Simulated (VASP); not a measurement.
Write the native input for VASP 6.6.1 that does the following.

* Task: single point
* Functional: PBE
* Dispersion: D3(BJ)
* Potentials or basis: VASP PAW PBE potentials, release 64 (Sn_d, Se)
* Cutoff: 520 eV
* k mesh: 8 × 8 × 6
* Occupations: gaussian, width 0.03 eV
* Spin: no spin polarisation
* Dipole correction: no
* Further INCAR settings: ALGO = Normal; EDIFF = 1e-06; NBANDS = 28

The structure of SnSe lies in POSCAR:

```
SnSe
1.0
    4.2924000000      0.0000000000      0.0000000000
    0.0000000000      4.2924000000      0.0000000000
    0.0000000000      0.0000000000      6.2577000000
Sn Se
2 2
Direct
    0.5000000000      0.0000000000      0.2500887432
    0.0000000000      0.5000000000      0.7499112568
    0.5000000000      0.0000000000      0.7499352227
    0.0000000000      0.5000000000      0.2500647773
```

These files were run (other wordings do the same):

INCAR

```
SYSTEM = SnSe
  PREC = Accurate
  ENCUT = 520
  EDIFF = 1E-6
  ISMEAR = 0
  SIGMA = 0.03
  LREAL = .FALSE.
  LASPH = .TRUE.
  NELM = 100
  ALGO = Normal
  ISIF = 2
  LWAVE = .FALSE.
  LCHARG = .FALSE.
  GGA = PE
  IVDW = 12
  NBANDS = 28
```

KPOINTS

```
Automatic mesh
0
G
  8 8 6
  0 0 0
```

Potentials or basis: VASP PAW PBE potentials, release 64 (Sn_d, Se).

Command:

```sh
$ cat potpaw_PBE.64/Sn_d/POTCAR potpaw_PBE.64/Se/POTCAR > POTCAR
$ mpirun -np 1 vasp_std > vasp.out
```

Results of the run:

The pressure is -3.3 GPa. The band gap on the k mesh is 0.37 eV and the dispersion energy per atom is -0.334 eV.

Caveat: the cell stands under tension; spin-orbit coupling is left out, which moves the levels of the heavy elements.

Wall time 64 s on 1 thread of Intel(R) Xeon(R) 6975P-C (Granite Rapids), on a shared host, peak memory 0.32 GiB.
